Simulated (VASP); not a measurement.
# Ni (Fm-3m) in VASP: notebook, part 3 of 3

VASP 6.6.1.

### Step 5. Electric field gradients, LDA, collinear spin, ferromagnetic start (10.78 Å³/atom)

This run uses another cell than the first one, of 10.78 Å³/atom.

Input file INCAR:

```
SYSTEM = Ni
ALGO = Normal
EDIFF = 1E-8
ENCUT = 520
ISIF = 2
ISMEAR = -1
ISPIN = 2
LASPH = .TRUE.
LCHARG = .FALSE.
LEFG = .TRUE.
LMAXMIX = 4
LORBIT = 11
LREAL = .FALSE.
LWAVE = .FALSE.
MAGMOM = 1.5
NBANDS = 15
NELM = 150
PREC = Accurate
SIGMA = 0.05
```

Input file KPOINTS:

```
k-points
0
G
  20 20 20
  0 0 0
```

Input file POSCAR:

```
Ni
1.0
    0.0000000000      1.7530925749      1.7530925749
    1.7530925749      0.0000000000      1.7530925749
    1.7530925749      1.7530925749      0.0000000000
Ni
1
Direct
    0.0000000000      0.0000000000      0.0000000000
```

Potentials or basis: VASP PAW LDA potentials, release 64 (Ni).

Run with:

```bash
cat potpaw_LDA.64/Ni/POTCAR > POTCAR
mpirun -np 1 vasp_std > vasp.out
```

OUTCAR:

```text
SYSTEM = Ni
   EDIFF = 1E-8
   ENCUT = 520
   ISIF = 2
   ISMEAR = -1
   ISPIN = 2
   LASPH = .TRUE.
   LORBIT = 11
   LREAL = .FALSE.
   NELM = 150
   PREC = Accurate

 ion  position               nearest neighbor table
   1  0.000  0.000  0.000-

  LATTYP: Found a face centered cubic cell.
 ALAT       =     3.5061851498

  Lattice vectors:

 A1 = (   0.0000000000,   1.7530925749,   1.7530925749)
 A2 = (   1.7530925749,   0.0000000000,   1.7530925749)
 A3 = (   1.7530925749,   1.7530925749,   0.0000000000)

Analysis of symmetry for initial positions (statically):
=====================================================================
 Subroutine PRICEL returns:
 Original cell was already a primitive cell.

 Routine SETGRP: Setting up the symmetry group for a
 face centered cubic supercell.

 Subroutine GETGRP returns: Found 48 space group operations
 (whereof 48 operations were pure point group operations)
 out of a pool of 48 trial point group operations.

The static configuration has the point symmetry O_h .

Analysis of symmetry for dynamics (positions and initial velocities):
=====================================================================
 Subroutine PRICEL returns:
 Original cell was already a primitive cell.

 Routine SETGRP: Setting up the symmetry group for a
 face centered cubic supercell.

 Subroutine GETGRP returns: Found 48 space group operations
 (whereof 48 operations were pure point group operations)
 out of a pool of 48 trial point group operations.

The dynamic configuration has the point symmetry O_h .

Analysis of structural, dynamic, and magnetic symmetry:
=====================================================================
 Subroutine PRICEL returns:
 Original cell was already a primitive cell.

 Routine SETGRP: Setting up the symmetry group for a
 face centered cubic supercell.

 Subroutine GETGRP returns: Found 48 space group operations
 (whereof 48 operations were pure point group operations)
 out of a pool of 48 trial point group operations.

The overall configuration has the point symmetry O_h .

 Subroutine INISYM returns: Found 48 space group operations
 (whereof 48 operations are pure point group operations),
 and found     1 'primitive' translations

----------------------------------------------------------------------------------------

                                     Primitive cell

  volume of cell :      10.7757

  direct lattice vectors                    reciprocal lattice vectors
     0.000000000  1.753092575  1.753092575    -0.285210266  0.285210266  0.285210266
     1.753092575  0.000000000  1.753092575     0.285210266 -0.285210266  0.285210266
     1.753092575  1.753092575  0.000000000     0.285210266  0.285210266 -0.285210266

  length of vectors
     2.479247296  2.479247296  2.479247296     0.493998672  0.493998672  0.493998672

  position of ions in fractional coordinates (direct lattice)
     0.000000000  0.000000000  0.000000000

  ion indices of the primitive-cell ions
   primitive index   ion index
                 1           1

[... 112 lines left out ...]
  ext. energy  EPLUGINS =         0.00000000
  ---------------------------------------------------
  free energy    TOTEN  =        -6.54826564 eV

  energy without entropy =       -6.53321050  energy(sigma->0) =       -6.54073807

 E-fermi :   9.1581     XC(G=0): -13.6696

 val. band max:        9.1478991332   @ k =  -0.4000   0.2500   0.0000
 cond. band min:       9.1592618077   @ k =   0.4000   0.0000   0.0000
 fundamental gap:      0.0113626746
 Fermi energy:         9.1581108757

 spin component 1

 k-point     1 :       0.0000    0.0000    0.0000
  band No.  band energies     occupation
      1       0.1129      1.00000
      2       6.7871      1.00000
      3       6.7871      1.00000
      4       6.7871      1.00000
      5       7.9538      1.00000
      6       7.9538      1.00000
      7      33.0296      0.00000
      8      36.8547      0.00000
      9      36.8547      0.00000
     10      36.8547      0.00000
     11      39.8481      0.00000
     12      39.8481      0.00000
     13      39.8481      0.00000
     14      43.0180      0.00000
[... 403 lines left out ...]
      4       7.0271      1.00000
      5       8.3182      1.00000
      6       8.6713      0.99994
      7      18.4199      0.00000
      8      30.9953      0.00000
      9      33.3270      0.00000
     10      35.1444      0.00000
     11      37.2325      0.00000
     12      39.0594      0.00000
     13      43.3272      0.00000
     14      49.9419      0.00000
     15      51.5443      0.00000

 [... further k-points ...]

 spin component 2

 k-point     1 :       0.0000    0.0000    0.0000
  band No.  band energies     occupation
      1       0.1549      1.00000
      2       7.4061      1.00000
      3       7.4061      1.00000
      4       7.4061      1.00000
      5       8.5264      1.00000
      6       8.5264      1.00000
      7      33.0110      0.00000
      8      36.9051      0.00000
      9      36.9051      0.00000
     10      36.9051      0.00000
     11      40.0127      0.00000
     12      40.0127      0.00000
     13      40.0127      0.00000
     14      42.9931      0.00000
[... 403 lines left out ...]
      4       7.4795      1.00000
      5       8.9559      0.98279
      6       9.2836      0.07518
      7      18.6729      0.00000
      8      31.0548      0.00000
      9      33.3895      0.00000
     10      35.2751      0.00000
     11      37.3507      0.00000
     12      39.1608      0.00000
     13      43.4536      0.00000
     14      50.0601      0.00000
     15      51.8138      0.00000

 [... further k-points ...]
[... 5 lines left out ...]
  --------------------------------------------------------------------------------------
  -------------------------------------------------------------------------------------
  Total       -1.0185603     -1.0185603     -1.0185603      0.0000000      0.0000000      0.0000000
  in kB     -151.4442526   -151.4442526   -151.4442526      0.0000000      0.0000000      0.0000000
  external PRESSURE =    -151.4442526 kB  Pullay stress =       0.0000000 kB

 VOLUME and BASIS-vectors are now :
 -----------------------------------------------------------------------------
  energy-cutoff  :      520.00
  volume of cell :       10.78
      direct lattice vectors                 reciprocal lattice vectors
     0.000000000  1.753092575  1.753092575    -0.285210266  0.285210266  0.285210266
     1.753092575  0.000000000  1.753092575     0.285210266 -0.285210266  0.285210266
     1.753092575  1.753092575  0.000000000     0.285210266  0.285210266 -0.285210266

 POSITION                                       TOTAL-FORCE (eV/Angst)
 -----------------------------------------------------------------------------------
      0.00000      0.00000      0.00000         0.000000      0.000000      0.000000
 -----------------------------------------------------------------------------------
    total drift:                                0.000000     -0.000000      0.000000

  FREE ENERGIE OF THE ION-ELECTRON SYSTEM (eV)
  ---------------------------------------------------
  free  energy   TOTEN  =        -6.5482656433 eV

  energy  without entropy=       -6.5332104963  energy(sigma->0) =       -6.54073807

 Electric field gradients (V/A^2)
---------------------------------------------------------------------
 ion       V_xx      V_yy      V_zz      V_xy      V_xz      V_yz
---------------------------------------------------------------------
   1      -0.000     0.000     0.000    -0.001    -0.001    -0.001
---------------------------------------------------------------------

 Electric field gradients after diagonalization (V/A^2)
 (convention: |V_zz| > |V_xx| > |V_yy|)
----------------------------------------------------------------------
 ion       V_xx      V_yy      V_zz     asymmetry (V_yy - V_xx)/ V_zz
----------------------------------------------------------------------
   1       0.001     0.001    -0.001       0.000
----------------------------------------------------------------------

           NMR quadrupolar parameters

 Cq : quadrupolar parameter    Cq=e*Q*V_zz/h
 eta: asymmetry parameters     (V_yy - V_xx)/ V_zz
 Q  : nuclear electric quadrupole moment in mb (millibarn)
----------------------------------------------------------------------
 ion       Cq(MHz)       eta       Q (mb)
----------------------------------------------------------------------
   1      -0.000       0.000       1.000
----------------------------------------------------------------------

 total charge

# of ion       s       p       d       tot
------------------------------------------
    1        0.504   0.504   8.329   9.337

 magnetization (x)

# of ion       s       p       d       tot
------------------------------------------
    1       -0.005  -0.018   0.635   0.612
```

OSZICAR:

```text
N       E                     dE             d eps       ncg     rms          rms(c)
DAV:   1     0.324322475003E+02    0.32432E+02   -0.42061E+03 16335   0.864E+02
DAV:   2    -0.614297713294E+01   -0.38575E+02   -0.35658E+02 17516   0.163E+02
DAV:   3    -0.760684082829E+01   -0.14639E+01   -0.14545E+01 18888   0.312E+01
DAV:   4    -0.761575129516E+01   -0.89105E-02   -0.89092E-02 18675   0.231E+00
DAV:   5    -0.761585690603E+01   -0.10561E-03   -0.10561E-03 19261   0.228E-01    0.107E+01
DAV:   6    -0.694871699042E+01    0.66714E+00   -0.14400E+01 22235   0.432E+01    0.631E+00
DAV:   7    -0.656784323287E+01    0.38087E+00   -0.27375E+00 20362   0.166E+01    0.179E+00
DAV:   8    -0.655252140773E+01    0.15322E-01   -0.22905E-02 18569   0.940E-01    0.910E-01
DAV:   9    -0.654920834923E+01    0.33131E-02   -0.19763E-03 25599   0.246E-01    0.301E-01
DAV:  10    -0.654828166397E+01    0.92669E-03   -0.10008E-03 26197   0.169E-01    0.371E-02
DAV:  11    -0.654826607473E+01    0.15589E-04   -0.20947E-05 22450   0.290E-02    0.243E-02
DAV:  12    -0.654826596726E+01    0.10747E-06   -0.56063E-06 24152   0.124E-02    0.533E-03
DAV:  13    -0.654826577931E+01    0.18796E-06   -0.10944E-07 20023   0.380E-03    0.445E-03
DAV:  14    -0.654826564608E+01    0.13323E-06   -0.85194E-08 17574   0.184E-03    0.886E-04
DAV:  15    -0.654826564334E+01    0.27360E-08   -0.78588E-09 15170   0.733E-04
   1 F= -.65482656E+01 E0= -.65407381E+01  d E =-.150551E-01  mag=     0.6072
```

Wall time 54 s (1 thread of AMD EPYC 9R45 (Zen 5), shared host); peak memory 0.13 GiB.

Results:

```
Free energy                                           : -6.5483 eV
Pressure                                              : -15.1 GPa
Net moment                                            : 0.61 μB per cell
Site moments                                          : Ni +0.61 μB
Largest electric field gradient by atom               : zero within the noise of the run
Valence electrons inside the program's atomic spheres : Ni 9.34
```

Caveat: the cell stands under tension.

### Step 6. Summary

```tsv
cell	gap on the mesh (eV)	pressure (GPa)	moment (μB)
a = 2.533 Å, angles 60.0°, 1 atom	none	-24.6	0.62
a = 2.458 Å, angles 60.0°, 1 atom	none	-10.3	0.60
a = 2.479 Å, angles 60.0°, 1 atom	none	-15.1	0.61
```

Alike in all rows: task electric field gradients; level LDA; potentials or basis VASP PAW LDA potentials, release 64 (Ni); spin collinear, ferromagnetic start; k mesh 20 × 20 × 20; cutoff (eV) 520; smearing fermi-dirac 0.05 eV.

Caveats: the cell stands under tension.

Total energies depend on the potentials used, so only differences within one code and one set of settings carry meaning.
